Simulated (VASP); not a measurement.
Input of a VASP 6.6.1 run:

The input POSCAR:

```
As
1.0
    2.7036817444      0.0000000000      0.0000000000
    0.0000000000      2.7036817444      0.0000000000
    0.0000000000      0.0000000000      2.7036817444
As
1
Direct
    0.5000000000      0.5000000000      0.5000000000
```

INCAR.step1

```
SYSTEM = As
PREC     = Accurate       ! precision mode
ENCUT    = 520            ! plane-wave cutoff, eV
EDIFF    = 1E-5           ! SCF threshold, eV
ISMEAR   = -1             ! smearing method
SIGMA    = 0.05           ! smearing width, eV
LREAL    = .FALSE.        ! projectors in reciprocal space
LASPH    = .TRUE.         ! aspherical terms in the spheres
NELM     = 60             ! most SCF steps
ALGO     = Normal         ! electronic algorithm
ISIF     = 2              ! what is computed and relaxed
LWAVE    = .TRUE.         ! write WAVECAR
LCHARG   = .FALSE.        ! write CHGCAR
NBANDS   = 8              ! bands
GGA      = PE             ! functional
```

Contents of INCAR.step2:

```
SYSTEM = As
PREC     = Accurate       ! precision mode
ENCUT    = 520            ! plane-wave cutoff, eV
EDIFF    = 1E-6           ! SCF threshold, eV
ISMEAR   = -1             ! smearing method
SIGMA    = 0.05           ! smearing width, eV
LREAL    = .FALSE.        ! projectors in reciprocal space
LASPH    = .TRUE.         ! aspherical terms in the spheres
NELM     = 60             ! most SCF steps
ALGO     = Normal         ! electronic algorithm
ISIF     = 2              ! what is computed and relaxed
LWAVE    = .FALSE.        ! write WAVECAR
LCHARG   = .FALSE.        ! write CHGCAR
METAGGA  = R2SCAN         ! meta-GGA
LHFCALC  = .TRUE.         ! exact exchange
AEXX     = 0.5            ! exact-exchange fraction
LMIXTAU  = .TRUE.       
PRECFOCK = Normal       
NBANDS   = 8              ! bands
ISTART   = 1
```

File KPOINTS:

```
Automatic mesh
0
G
  6 6 6
  0 0 0
```

Potentials or basis: VASP PAW PBE potentials, release 64 (As).

The run is started by

```sh
$ cat potpaw_PBE.64/As/POTCAR > POTCAR
$ cp INCAR.step1 INCAR
$ mpirun -np 1 vasp_std > vasp.out
$ cp INCAR.step2 INCAR
$ mpirun -np 1 vasp_std > vasp.out
```

What does it give for the pressure?

-6.5 GPa.

Caveat: the k points lie up to 0.39 Å⁻¹ apart; the PAW data sets were made with another functional, which shifts forces and pressure a little.
